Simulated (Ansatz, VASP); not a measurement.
# One calculation of ZnSe, two programs

Contents of INCAR:

```
SYSTEM = ZnSe
  PREC = Accurate
  ENCUT = 500
  EDIFF = 1E-6
  ISMEAR = 0
  SIGMA = 0.05
  LREAL = .FALSE.
  LASPH = .TRUE.
  NELM = 120
  ALGO = Normal
  ISIF = 2
  LWAVE = .FALSE.
  LCHARG = .FALSE.
  GGA = PS
  NBANDS = 16
  GGA_COMPAT = .FALSE.
```

Contents of KPOINTS:

```
regular mesh
0
G
  8 8 8
  0 0 0
```

Contents of POSCAR:

```
ZnSe
1.0
    0.0000000000      2.8266441233      2.8266441233
    2.8266441233      0.0000000000      2.8266441233
    2.8266441233      2.8266441233      0.0000000000
Zn Se
1 1
Direct
    0.0000000000      0.0000000000      0.0000000000
    0.2500000000      0.2500000000      0.2500000000
```

Input for Ansatz:

```yaml
crystal:
  lattice:
    - [0.0, 2.8266441233, 2.8266441233]
    - [2.8266441233, 0.0, 2.8266441233]
    - [2.8266441233, 2.8266441233, 0.0]
  atoms:
    - { symbol: Zn, position: [0.0, 0.0, 0.0] }
    - { symbol: Se, position: [0.25, 0.25, 0.25] }
basis:
  ecutwfc: 420
  ecutrho_ratio: 4
kpoints:
  mp_grid: { grid: [8, 8, 8] }
hamiltonian:
  xc: pbesol
scf:
  occupations: { method: gaussian, width: 0.05 }
output:
  forces: true
  stress: true
  eigenvalues: true
```

Alike in both runs: task single point; functional PBEsol; k mesh 8 × 8 × 8; occupations gaussian, width 0.05 eV; no spin polarisation.

|  | VASP | Ansatz |
| --- | --- | --- |
| version | VASP 6.6.1 | Ansatz 0.2.0 |
| potentials or method | VASP PAW PBE potentials, release 64 (Zn, Se), cutoff 500 eV | scalar-relativistic, plane waves, PAW |
| valence electrons in the cell | 18 | 28 |

```tsv
	VASP	Ansatz	Ansatz less VASP
gap on the k mesh at the Fermi level (eV)	1.20	1.20	-0.004
least direct gap on the mesh (eV)	1.20	1.20	-0.004
pressure (GPa)	-0.4	-0.7	-0.25
```

VASP's potentials were made for PBE, not for PBEsol. With one functional, cell and mesh, what is left measures potentials, basis and numerics. VASP's potentials hold 18 valence electrons a cell and Ansatz's 28, so a difference there can come from the potentials and not from the codes.
